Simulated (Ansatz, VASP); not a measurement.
MgSe in VASP and in Ansatz

```
Mg Se
1.0
     0.00000    2.68866    2.68866
     2.68866    0.00000    2.68866
     2.68866    2.68866    0.00000
Mg Se
1 1
Direct
  0.00000 0.00000 0.00000
  0.50000 0.50000 0.50000
```

Alike in both runs: task single point; functional PBE; k mesh 5 × 5 × 5; no spin polarisation.

|  | VASP | Ansatz |
| --- | --- | --- |
| version | VASP 6.6.1 | Ansatz 0.2.0 |
| potentials or method | VASP PAW PBE potentials, release 64 (Mg, Se), cutoff 600 eV | plane waves, PAW |
| occupations | gaussian, width 0.01 eV | fixed |
| valence electrons in the cell | 8 | 26 |

|  | VASP | Ansatz | Ansatz less VASP |
| --- | --- | --- | --- |
| pressure (GPa) | 5.1 | 5.2 | +0.11 |

VASP's potentials hold 8 valence electrons a cell and Ansatz's 26, so a difference there can come from the potentials and not from the codes.
